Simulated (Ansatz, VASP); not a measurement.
**One calculation of GeSe5, two programs**

The input INCAR:

```
SYSTEM = GeSe5
PREC = Accurate
ENCUT = 600
EDIFF = 1E-6
ISMEAR = 0
SIGMA = 0.1
LREAL = .False.
LASPH = .True.
NELM = 60
ALGO = Normal
ISIF = 3
LWAVE = .False.
LCHARG = .False.
GGA = PE
IBRION = 2
NSW = 100
EDIFFG = -0.01
```

Contents of KPOINTS:

```
Automatic mesh
0
Gamma
  6 6 6
  0 0 0
```

Contents of POSCAR:

```
GeSe5
1.0
    3.6055033823      2.0816383483      3.4708762537
   -3.6055033823      2.0816383483      3.4708762537
    0.0000000000     -4.1632766966      3.4708762537
Ge Se
1 5
Direct
    0.5000000000      0.5000000000      0.5000000000
    0.5000000000      0.0000000000      0.5000000000
    0.5000000000      0.5000000000      0.0000000000
    0.0000000000      0.5000000000      0.5000000000
    0.1813801366      0.1813801366      0.1813801366
    0.8186198634      0.8186198634      0.8186198634
```

Input for Ansatz:

```yaml
crystal:
  lattice:
    - [3.6055033823, 2.0816383483, 3.4708762537]
    - [-3.6055033823, 2.0816383483, 3.4708762537]
    - [0.0, -4.1632766966, 3.4708762537]
  atoms:
    - { symbol: Ge, position: [0.5, 0.5, 0.5] }
    - { symbol: Se, position: [0.5, 0.0, 0.5] }
    - { symbol: Se, position: [0.5, 0.5, 0.0] }
    - { symbol: Se, position: [0.0, 0.5, 0.5] }
    - { symbol: Se, position: [0.1813801366, 0.1813801366, 0.1813801366] }
    - { symbol: Se, position: [0.8186198634, 0.8186198634, 0.8186198634] }
basis:
  ecutwfc: 420
kpoints:
  mp_grid: { grid: [6, 6, 6] }
hamiltonian:
  xc: pbe
scf:
  occupations: { method: gaussian, width: 0.1 }
output:
  forces: true
  stress: true
  eigenvalues: true
relax:
  adjacent_minimum: "off"
  f_tol: 0.01
  max_steps: 80
  cell: { stress_tol: 0.05 }
```

Alike in both runs: task relaxation of cell and atoms; functional PBE; k mesh 6 × 6 × 6; occupations gaussian, width 0.1 eV; no spin polarisation.

|  | VASP | Ansatz |
| --- | --- | --- |
| version | VASP 6.6.1 | Ansatz 0.2.0 |
| potentials or method | VASP PAW PBE potentials, release 64 (Ge_d, Se), cutoff 600 eV | scalar-relativistic, plane waves, PAW |
| valence electrons in the cell | 44 | 94 |

VASP gave:

* gap on the k mesh at the Fermi level, each at its own relaxed structure (eV): none
* relaxed volume (Å³/atom): 25.33
* relaxed cell length with the largest relative difference (Å): 5.372

**Question.** Estimate Ansatz's values.

**Answer.** gap on the k mesh at the Fermi level, each at its own relaxed structure (eV): none; relaxed volume (Å³/atom): 25.32; relaxed cell length with the largest relative difference (Å): 5.370.

A gap of «none» marks a metal or a gap that the smearing closes. VASP's potentials hold 44 valence electrons a cell and Ansatz's 94, so a difference there can come from the potentials and not from the codes.
